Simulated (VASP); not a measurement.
Wanted: the native input for a VASP 6.6.1 run.

* Task: single point
* Functional: r2SCAN
* Potentials or basis: VASP PAW PBE potentials, release 64 (C)
* Cutoff: 520 eV
* k mesh: 6 × 6 × 6
* Occupations: gaussian, width 0.05 eV
* Spin: no spin polarisation
* Dipole correction: no
* Further INCAR settings: LREAL = Auto; ALGO = Normal; EDIFF = 1e-07; NBANDS = 46

The system is C.

```
C
1.0
     0.00000    3.56028   -3.56028
     3.56028    3.56028    0.00000
     3.56028    0.00000   -3.56028
C
16
Direct
  0.28227 0.71524 0.28165
  0.26549 0.17355 0.21886
  0.81193 0.76004 0.19582
  0.82659 0.30447 0.16203
  0.20581 0.73412 0.76567
  0.32574 0.22135 0.64921
  0.78911 0.68960 0.76001
  0.74498 0.19158 0.75972
  0.10171 0.15279 0.12556
  0.02115 0.58354 0.23864
  0.57489 0.27926 0.16423
  0.57346 0.60112 0.17739
  0.17747 0.17932 0.59104
  0.08810 0.67637 0.53974
  0.53389 0.12609 0.71260
  0.67742 0.61155 0.65784
```

This cell differs from its parent crystal: atoms moved at random.

These files were run (other wordings do the same):

POSCAR

```
C
1.0
    0.0000000000      3.5602834138     -3.5602834138
    3.5602834138      3.5602834138      0.0000000000
    3.5602834138      0.0000000000     -3.5602834138
C
16
Direct
    0.2822668068      0.7152389585      0.2816529206
    0.2654883027      0.1735473980      0.2188573133
    0.8119282629      0.7600423481      0.1958158657
    0.8265891768      0.3044658944      0.1620348189
    0.2058071990      0.7341210447      0.7656660559
    0.3257423935      0.2213541246      0.6492124270
    0.7891083583      0.6896007033      0.7600064548
    0.7449804091      0.1915812363      0.7597223879
    0.1017095425      0.1527888400      0.1255556805
    0.0211471901      0.5835428020      0.2386371924
    0.5748877590      0.2792629260      0.1642332162
    0.5734639897      0.6011180582      0.1773874244
    0.1774742830      0.1793190810      0.5910436446
    0.0881016155      0.6763729367      0.5397402581
    0.5338864986      0.1260916526      0.7125961207
    0.6774182125      0.6115519956      0.6578382189
```

INCAR.step1

```
SYSTEM = C
ALGO     = Normal         ! electronic algorithm
EDIFF    = 1E-4           ! SCF threshold, eV
ENCUT    = 520            ! plane-wave cutoff, eV
GGA      = PE             ! functional
ISMEAR   = 0              ! smearing method
LASPH    = .TRUE.         ! aspherical terms in the spheres
LCHARG   = .FALSE.        ! write CHGCAR
LREAL    = Auto         
LWAVE    = .TRUE.         ! write WAVECAR
NBANDS   = 46             ! bands
NELM     = 60             ! most SCF steps
PREC     = Accurate       ! precision mode
SIGMA    = 0.05           ! smearing width, eV
```

INCAR.step2

```
SYSTEM = C
ALGO     = Normal         ! electronic algorithm
EDIFF    = 1E-7           ! SCF threshold, eV
ENCUT    = 520            ! plane-wave cutoff, eV
ISIF     = 2              ! what is computed and relaxed
ISMEAR   = 0              ! smearing method
ISTART   = 1            
LASPH    = .TRUE.         ! aspherical terms in the spheres
LCHARG   = .FALSE.        ! write CHGCAR
LMIXTAU  = .TRUE.       
LREAL    = Auto         
LWAVE    = .FALSE.        ! write WAVECAR
METAGGA  = R2SCAN         ! meta-GGA
NBANDS   = 46             ! bands
NELM     = 60             ! most SCF steps
PREC     = Accurate       ! precision mode
SIGMA    = 0.05           ! smearing width, eV
```

KPOINTS

```
k-points
0
G
  6 6 6
  0 0 0
```

Potentials or basis: VASP PAW PBE potentials, release 64 (C).

The run is started by

```bash
$ cat potpaw_PBE.64/C/POTCAR > POTCAR
$ cp INCAR.step1 INCAR
$ mpirun -np 1 vasp_std > vasp.out
$ cp INCAR.step2 INCAR
$ mpirun -np 1 vasp_std > vasp.out
```

It gave:

| Item | Value |
| --- | --- |
| Pressure | 170.5 GPa |
| Largest force | 41.361 eV/Å |
| Band gap on the k mesh | zero (bands 32 and 33 overlap by 0.64 eV) |

Caveat: the cell differs from its parent crystal (atoms moved at random); atoms lie so close that the PAW spheres overlap strongly, which falsifies energies and pressures; the stress differs along the axes, from 127 to 245 GPa; the PAW data sets were made with another functional, which shifts forces and pressure a little.

Run time: 17 min on 1 thread of Intel(R) Xeon(R) 6975P-C (Granite Rapids) (shared host), peak memory 0.43 GiB.
